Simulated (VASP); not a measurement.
# V (Im-3m) in VASP: a series of runs

Aim: see how the results for V move with the level of theory and the settings. Levels: PBEsol+D4, PBE+D3(BJ), PBE-based screened hybrid with 25 % exact exchange. Tasks: relaxation of cell and atoms, single point.

Everything below comes from runs of VASP 6.6.1. Logs are shortened: lines on timing, memory, paths and dates and some standing lists are left out, and cuts for length are marked.

**1. The cell of the first run**

It takes space group Im-3m (No. 229, cubic). Conventional cell: a = 3.029 Å, b = 3.029 Å, c = 3.029 Å, α = 90.00°, β = 90.00°, γ = 90.00°. V (site symmetry m-3m) has 14 V at 2.62 to 3.03 Å within 3.5 Å.

**2. Relaxation of cell and atoms, PBEsol+D4, collinear spin, ferromagnetic start**

INCAR

```
SYSTEM = V
PREC = Accurate
ENCUT = 600
EDIFF = 1E-6
ISMEAR = -1
SIGMA = 0.05
LREAL = .FALSE.
LASPH = .TRUE.
NELM = 150
ALGO = Normal
ISIF = 3
LWAVE = .FALSE.
LCHARG = .FALSE.
ISPIN = 2
MAGMOM = 2
LORBIT = 11
LMAXMIX = 4
GGA = PS
IVDW = 13
IBRION = 2
NSW = 80
EDIFFG = -0.005
```

KPOINTS

```
regular mesh
0
G
  12 12 12
  0 0 0
```

POSCAR

```
V
1.0
   -1.5143500000      1.5143500000      1.5143500000
    1.5143500000     -1.5143500000      1.5143500000
    1.5143500000      1.5143500000     -1.5143500000
V
1
Direct
    0.0000000000      0.0000000000      0.0000000000
```

Potentials or basis: VASP PAW PBE potentials, release 64 (V_sv).

On the command line:

```console
cat potpaw_PBE.64/V_sv/POTCAR > POTCAR
mpirun -np 1 vasp_std > vasp.out
```

OUTCAR:

```text
SYSTEM = V
   PREC = Accurate
   ENCUT = 600
   EDIFF = 1E-6
   ISMEAR = -1
   LREAL = .FALSE.
   LASPH = .TRUE.
   NELM = 150
   ISIF = 3
   ISPIN = 2
   LORBIT = 11
   GGA = PS
   IVDW = 13
   IBRION = 2
   NSW = 80
   EDIFFG = -0.005

 ion  position               nearest neighbor table
   1  0.000  0.000  0.000-

  LATTYP: Found a body centered cubic cell.
 ALAT       =     3.0287000000

  Lattice vectors:

 A1 = (  -1.5143500000,   1.5143500000,   1.5143500000)
 A2 = (   1.5143500000,  -1.5143500000,   1.5143500000)
 A3 = (   1.5143500000,   1.5143500000,  -1.5143500000)

Analysis of symmetry for initial positions (statically):
=====================================================================
 Subroutine PRICEL returns:
 Original cell was already a primitive cell.

 Routine SETGRP: Setting up the symmetry group for a
 body centered cubic supercell.

 Subroutine GETGRP returns: Found 48 space group operations
 (whereof 48 operations were pure point group operations)
 out of a pool of 48 trial point group operations.

The static configuration has the point symmetry O_h .

Analysis of symmetry for dynamics (positions and initial velocities):
=====================================================================
 Subroutine PRICEL returns:
 Original cell was already a primitive cell.

 Routine SETGRP: Setting up the symmetry group for a
 body centered cubic supercell.

 Subroutine GETGRP returns: Found 48 space group operations
 (whereof 48 operations were pure point group operations)
 out of a pool of 48 trial point group operations.

The dynamic configuration has the point symmetry O_h .

Analysis of structural, dynamic, and magnetic symmetry:
=====================================================================
 Subroutine PRICEL returns:
 Original cell was already a primitive cell.

 Routine SETGRP: Setting up the symmetry group for a
 body centered cubic supercell.

 Subroutine GETGRP returns: Found 48 space group operations
 (whereof 48 operations were pure point group operations)
 out of a pool of 48 trial point group operations.

The overall configuration has the point symmetry O_h .

 Subroutine INISYM returns: Found 48 space group operations
 (whereof 48 operations are pure point group operations),
 and found     1 'primitive' translations

----------------------------------------------------------------------------------------

                                     Primitive cell

  volume of cell :      13.8912

  direct lattice vectors                    reciprocal lattice vectors
    -1.514350000  1.514350000  1.514350000     0.000000000  0.330174662  0.330174662
     1.514350000 -1.514350000  1.514350000     0.330174662  0.000000000  0.330174662
     1.514350000  1.514350000 -1.514350000     0.330174662  0.330174662  0.000000000

  length of vectors
     2.622931140  2.622931140  2.622931140     0.466937486  0.466937486  0.466937486

  position of ions in fractional coordinates (direct lattice)
     0.000000000  0.000000000  0.000000000

  ion indices of the primitive-cell ions
   primitive index   ion index
                 1           1

----------------------------------------------------------------------------------------

 KPOINTS: regular mesh

Automatic generation of k-mesh.
 Grid dimensions read from file:
 generate k-points for:   12   12   12

 Generating k-lattice:

  Cartesian coordinates                     Fractional coordinates (reciprocal lattice)
     0.000000000  0.027514555  0.027514555     0.083333333  0.000000000  0.000000000
     0.027514555  0.000000000  0.027514555     0.000000000  0.083333333  0.000000000
     0.027514555  0.027514555  0.000000000     0.000000000  0.000000000  0.083333333

  Length of vectors
     0.038911457  0.038911457  0.038911457

  Shift w.r.t. Gamma in fractional coordinates (k-lattice)
     0.000000000  0.000000000  0.000000000

 Subroutine IBZKPT returns following result:
 ===========================================

 Found     72 irreducible k-points:

 Following reciprocal coordinates:
            Coordinates               Weight
  0.000000  0.000000  0.000000      1.000000
  0.083333  0.000000  0.000000     12.000000
  0.166667  0.000000  0.000000     12.000000
  0.250000  0.000000  0.000000     12.000000
  0.333333  0.000000  0.000000     12.000000
  0.416667  0.000000  0.000000     12.000000
[... 16 lines left out ...]
  0.333333  0.083333  0.083333     24.000000
  0.416667  0.083333  0.083333     12.000000
 [... further k-points ...]
   k-points           NKPTS =     72   k-points in BZ     NKDIM =     72   number of bands    NBANDS=     11
   number of dos      NEDOS =    301   number of ions     NIONS =      1
   total plane-waves  NPLWV =  13824
   dimension x,y,z NGX =    24 NGY =   24 NGZ =   24
   dimension x,y,z NGXF=    48 NGYF=   48 NGZF=   48
   ions per type =               1
   NGX,Y,Z   is equivalent  to a cutoff of  15.21, 15.21, 15.21 a.u.
[... 54 lines left out ...]
 Free energy of the ion-electron system (eV)
  ---------------------------------------------------
  ext. energy  EPLUGINS =         0.00000000
  ---------------------------------------------------
  free energy    TOTEN  =        -9.60047671 eV

  energy without entropy =       -9.58252826  energy(sigma->0) =       -9.59150249

 E-fermi :   9.1778     XC(G=0): -12.8890

 val. band max:        9.1690370959   @ k =   0.2500   0.0000   0.0000
 cond. band min:       9.1801388659   @ k =  -0.4167   0.5000   0.1667
 fundamental gap:      0.0111017700
 Fermi energy:         9.1778341267

 spin component 1

 k-point     1 :       0.0000    0.0000    0.0000
  band No.  band energies     occupation
      1     -54.3254      1.00000
      2     -27.7746      1.00000
      3     -27.7746      1.00000
      4     -27.7746      1.00000
      5       2.6557      1.00000
      6       9.5920      0.00025
      7       9.5920      0.00025
      8       9.5920      0.00025
      9      11.5191      0.00000
     10      11.5191      0.00000
     11      29.4309      0.00000

 k-point     2 :       0.0833    0.0000    0.0000
  band No.  band energies     occupation
      1     -54.3136      1.00000
      2     -27.8322      1.00000
      3     -27.7923      1.00000
      4     -27.7749      1.00000
      5       2.9275      1.00000
      6       9.4790      0.00242
      7       9.5646      0.00044
      8       9.7838      0.00001
      9      11.3957      0.00000
     10      11.5269      0.00000
     11      28.9015      0.00000
[... 747 lines left out ...]
 VOLUME and BASIS-vectors are now :
 -----------------------------------------------------------------------------
  energy-cutoff  :      600.00
  volume of cell :       12.81
      direct lattice vectors                 reciprocal lattice vectors
    -1.474099377  1.474099377  1.474099377     0.000000000  0.339190158  0.339190158
     1.474099377 -1.474099377  1.474099377     0.339190158  0.000000000  0.339190158
     1.474099377  1.474099377 -1.474099377     0.339190158  0.339190158  0.000000000

 POSITION                                       TOTAL-FORCE (eV/Angst)
 -----------------------------------------------------------------------------------
      0.00000      0.00000      0.00000        -0.000000      0.000000     -0.000000
 -----------------------------------------------------------------------------------
    total drift:                                0.000000      0.000000      0.000000

  FREE ENERGIE OF THE ION-ELECTRON SYSTEM (eV)
  ---------------------------------------------------
  free  energy   TOTEN  =        -9.8354431500 eV

  energy  without entropy=       -9.8179266694  energy(sigma->0) =       -9.82668491

--------------------------------------- Ionic step        4  -------------------------------------------

 number of electron      12.9999998 magnetization       0.0000009

 number of electron      12.9999998 magnetization      -0.0000012

 Free energy of the ion-electron system (eV)
  ---------------------------------------------------
  ext. energy  EPLUGINS =         0.00000000
  ---------------------------------------------------
  free energy    TOTEN  =        -9.63646240 eV

  energy without entropy =       -9.61898084  energy(sigma->0) =       -9.62772162

 E-fermi :  10.2148     XC(G=0): -13.3426

 val. band max:       10.2115686021   @ k =   0.3333   0.1667  -0.0000
 cond. band min:      10.2362759815   @ k =  -0.3333   0.3333   0.1667
 fundamental gap:      0.0247073794
 Fermi energy:        10.2148133157

 spin component 1

 k-point     1 :       0.0000    0.0000    0.0000
  band No.  band energies     occupation
      1     -53.1869      1.00000
      2     -26.4970      1.00000
      3     -26.4970      1.00000
      4     -26.4970      1.00000
      5       3.5135      1.00000
      6      10.6477      0.00017
      7      10.6477      0.00017
      8      10.6477      0.00017
      9      12.7878      0.00000
     10      12.7878      0.00000
     11      31.1070      0.00000

 k-point     2 :       0.0833    0.0000    0.0000
  band No.  band energies     occupation
      1     -53.1707      1.00000
      2     -26.5723      1.00000
      3     -26.5196      1.00000
      4     -26.4976      1.00000
      5       3.8066      1.00000
      6      10.5195      0.00225
      7      10.6162      0.00033
      8      10.8624      0.00000
      9      12.6453      0.00000
     10      12.7965      0.00000
     11      30.6774      0.00000
[... 665 lines left out ...]
 VOLUME and BASIS-vectors are now :
 -----------------------------------------------------------------------------
  energy-cutoff  :      600.00
  volume of cell :       12.79
      direct lattice vectors                 reciprocal lattice vectors
    -1.473294364  1.473294364  1.473294364     0.000000000  0.339375492  0.339375492
     1.473294364 -1.473294364  1.473294364     0.339375492  0.000000000  0.339375492
     1.473294364  1.473294364 -1.473294364     0.339375492  0.339375492  0.000000000

 POSITION                                       TOTAL-FORCE (eV/Angst)
 -----------------------------------------------------------------------------------
      1.47329     -1.47329      1.47329        -0.000000     -0.000000     -0.000000
 -----------------------------------------------------------------------------------
    total drift:                                0.000000     -0.000000      0.000000

  FREE ENERGIE OF THE ION-ELECTRON SYSTEM (eV)
  ---------------------------------------------------
  free  energy   TOTEN  =        -9.8354625069 eV

  energy  without entropy=       -9.8179809445  energy(sigma->0) =       -9.82672173

 reached required accuracy - stopping structural energy minimisation

 total charge

# of ion       s       p       d       tot
------------------------------------------
    1        2.359   6.238   3.158  11.754

 magnetization (x)

# of ion       s       p       d       tot
------------------------------------------
    1        0.000   0.000   0.000   0.000
```

Wall time 1.9 min (1 thread of Intel Xeon 8259CL, shared host); peak memory 0.18 GiB.

What came out:

* Free energy: -9.8355 eV
* Relaxed volume: 12.79 Å³/atom
* Relaxed cell: a = 2.552 Å, b = 2.552 Å, c = 2.552 Å, α = 109.47°, β = 109.47°, γ = 109.47°
* Space group after relaxing (to 0.1 Å): Im-3m (No. 229)
* Energy gained by relaxing: 50.7 meV/atom
* Ionic steps: 4
* Pressure after relaxing: 0.0 GPa
* Net moment: 0.00 μB per cell
* Valence electrons inside the program's atomic spheres: V 11.75
* Dispersion energy per atom: -0.199 eV

The path:
```csv
step,energy change (eV),largest force (eV/Å),pressure (GPa),volume (Å³)
1,0.0000,0.0000,-13.92,13.89
2,0.0279,0.0000,23.03,11.60
3,-0.0507,0.0000,-0.30,12.81
4,-0.0507,0.0000,0.03,12.79
```

Final structure:
```cif
data_structure
_symmetry_space_group_name_H-M 'P 1'
_symmetry_Int_Tables_number 1
_cell_length_a 2.5518
_cell_length_b 2.5518
_cell_length_c 2.5518
_cell_angle_alpha 109.471
_cell_angle_beta 109.471
_cell_angle_gamma 109.471
_cell_volume 12.79
loop_
_atom_site_label
_atom_site_type_symbol
_atom_site_fract_x
_atom_site_fract_y
_atom_site_fract_z
_atom_site_occupancy
V1 V 0.00000 0.00000 0.00000 1
```

Caveat: the moments typed at the start vanished in this run; the PAW data sets were made with another functional, which shifts forces and pressure a little.

**3. Relaxation of cell and atoms, PBE+D3(BJ), collinear spin, ferromagnetic start**

INCAR

```
SYSTEM = V
  ALGO = Normal
  EDIFF = 1E-6
  EDIFFG = -0.01
  ENCUT = 600
  GGA = PE
  IBRION = 2
  ISIF = 3
  ISMEAR = -1
  ISPIN = 2
  IVDW = 12
  LASPH = .True.
  LCHARG = .False.
  LMAXMIX = 4
  LORBIT = 11
  LREAL = .False.
  LWAVE = .False.
  MAGMOM = 2
  NELM = 150
  NSW = 80
  PREC = Accurate
  SIGMA = 0.05
```

KPOINTS

```
k-points
0
Gamma
  12 12 12
  0 0 0
```

POSCAR is that of step 2.

Potentials or basis: VASP PAW PBE potentials, release 64 (V_sv).

On the command line:

```console
cat potpaw_PBE.64/V_sv/POTCAR > POTCAR
mpirun -np 1 vasp_std > vasp.out
```

It took 1.8 min on 1 thread of Intel Xeon 8259CL, shared host; peak memory 0.18 GiB.

Results (log left out):

| Item | Value |
| --- | --- |
| Free energy | -9.6903 eV |
| Relaxed volume | 12.84 Å³/atom |
| Relaxed cell | a = 2.555 Å, b = 2.555 Å, c = 2.555 Å, α = 109.47°, β = 109.47°, γ = 109.47° |
| Space group after relaxing (to 0.1 Å) | Im-3m (No. 229) |
| Energy gained by relaxing | 45.4 meV/atom |
| Ionic steps | 4 |
| Pressure after relaxing | 0.1 GPa |
| Net moment | 0.00 μB per cell |
| Valence electrons inside the program's atomic spheres | V 11.74 |
| Dispersion energy per atom | -0.714 eV |

The path:
```
step  energy change (eV)  largest force (eV/Å)  pressure (GPa)  volume (Å³)
   1              0.0000                0.0000          -13.13        13.89
   2              0.0223                0.0000           20.89        11.73
   3             -0.0454                0.0000           -0.27        12.86
   4             -0.0454                0.0000            0.05        12.84
```

Final structure:
```xyz
1
Lattice="-1.4753 1.4753 1.4753 1.4753 -1.4753 1.4753 1.4753 1.4753 -1.4753" Properties=species:S:1:pos:R:3 pbc="T T T"
V     0.0000    0.0000    0.0000
```

Levels at points of the mesh, in eV from the Fermi level:
Spin up:
| k point | band 4 | band 5 | band 6 | band 7 | band 8 | band 9 |
| --- | --- | --- | --- | --- | --- | --- |
| (0.00, 0.00, 0.00) | -36.87 | -6.68 | 0.43 | 0.43 | 0.43 | 2.56 |
| (0.50, 0.00, 0.00) | -36.88 | -3.33 | -1.21 | 1.82 | 2.58 | 2.96 |
| (0.50, 0.50, 0.50) | -37.58 | -3.21 | -3.21 | 3.97 | 3.97 | 3.97 |
Spin down:
```
           k point  band 4  band 5  band 6  band 7  band 8  band 9
(0.00, 0.00, 0.00)  -36.87   -6.68    0.43    0.43    0.43    2.56
(0.50, 0.00, 0.00)  -36.88   -3.33   -1.21    1.82    2.58    2.96
(0.50, 0.50, 0.50)  -37.58   -3.21   -3.21    3.97    3.97    3.97
```

Caveat: the moments typed at the start vanished in this run.

**4. Single point, PBE-based screened hybrid with 25 % exact exchange, collinear spin, ferromagnetic start**

POSCAR is that of step 3.

INCAR.step1

```
SYSTEM = V
PREC = Accurate ; ENCUT = 520
EDIFF = 1E-5 ; ISMEAR = -1
SIGMA = 0.05 ; LREAL = .FALSE.
LASPH = .TRUE. ; NELM = 150
ALGO = Normal ; ISIF = 2
LWAVE = .TRUE. ; LCHARG = .FALSE.
ISPIN = 2 ; MAGMOM = 2
LORBIT = 11 ; LMAXMIX = 4
GGA = PE ; NBANDS = 16
```

INCAR.step2

```
SYSTEM = V
PREC = Accurate ; ENCUT = 520
EDIFF = 1E-7 ; ISMEAR = -1
SIGMA = 0.05 ; LREAL = .FALSE.
LASPH = .TRUE. ; NELM = 150
ALGO = Normal ; ISIF = 2
LWAVE = .FALSE. ; LCHARG = .FALSE.
ISPIN = 2 ; MAGMOM = 2
LORBIT = 11 ; LMAXMIX = 4
GGA = PE ; LHFCALC = .TRUE.
AEXX = 0.25 ; HFSCREEN = 0.3
PRECFOCK = Normal ; ISTART = 1
NBANDS = 16
```

KPOINTS

```
regular mesh
0
G
  6 6 6
  0 0 0
```

On the command line:

```console
cat potpaw_PBE.64/V_sv/POTCAR > POTCAR
cp INCAR.step1 INCAR
mpirun -np 1 vasp_std > vasp.out
cp INCAR.step2 INCAR
mpirun -np 1 vasp_std > vasp.out
```

Wall time 53 min (1 thread of AMD EPYC 7R43 (Zen 3), shared host); peak memory 0.19 GiB.

The run converged. Its results:

| Quantity | Value |
| --- | --- |
| Free energy | -10.5240 eV |
| Pressure | -6.9 GPa |
| Net moment | 0.78 μB per cell |
| Site moments | V +0.67 μB |
| Valence electrons inside the program's atomic spheres | V 11.54 |

Levels at points of the mesh, in eV from the Fermi level:
Spin up:
```
           k point  band 3  band 4  band 5  band 6  band 7  band 8  band 9  band 10  band 11  band 12
(0.00, 0.00, 0.00)  -40.91  -40.91   -7.97   -0.54   -0.54   -0.54    2.93     2.93    20.76    20.76
(0.50, 0.00, 0.00)  -41.19  -40.91   -4.23   -2.30    0.91    2.59    3.21     3.64    10.13    16.15
(0.50, 0.50, 0.50)  -41.53  -41.53   -3.48   -3.48    3.23    3.23    3.23     9.98     9.98     9.98
```
Spin down:
| k point | band 4 | band 5 | band 6 | band 7 | band 8 | band 9 |
| --- | --- | --- | --- | --- | --- | --- |
| (0.00, 0.00, 0.00) | -40.11 | -7.42 | 1.36 | 1.36 | 1.36 | 3.03 |
| (0.50, 0.00, 0.00) | -40.11 | -3.32 | -0.57 | 1.44 | 3.18 | 3.37 |
| (0.50, 0.50, 0.50) | -40.69 | -3.33 | -3.33 | 4.83 | 4.83 | 4.83 |

Caveat: the k points lie up to 0.49 Å⁻¹ apart; the PAW data sets were made with another functional, which shifts forces and pressure a little.

**5. Summary**

```csv
task,level,cell,k mesh,cutoff (eV),grid for exact exchange (PRECFOCK),share of exact exchange,screening parameter,gap on the mesh (eV),pressure (GPa),moment (μB),relaxed volume (Å³/atom)
relaxation of cell and atoms,PBEsol+D4,relaxed,12 × 12 × 12,600,-,-,-,none,0.0,0.00,12.79
relaxation of cell and atoms,PBE+D3(BJ),relaxed,12 × 12 × 12,600,-,-,-,none,0.1,0.00,12.84
single point,PBE-based screened hybrid with 25 % exact exchange,as given,6 × 6 × 6,520,Normal,0.25,0.3 1/Å,none,-6.9,0.78,-
```

Alike in all rows: potentials or basis VASP PAW PBE potentials, release 64 (V_sv); spin collinear, ferromagnetic start; smearing fermi-dirac 0.05 eV.

Caveats: some runs use coarse meshes; the moments typed at the start vanished in this run (at least some runs); the PAW data sets were made with another functional, which shifts forces and pressure a little (at least some runs).

Total energies depend on the potentials used, so only differences within one code and one set of settings carry meaning.

The gap in the log of VASP goes by the Fermi energy; the results here count the filled bands.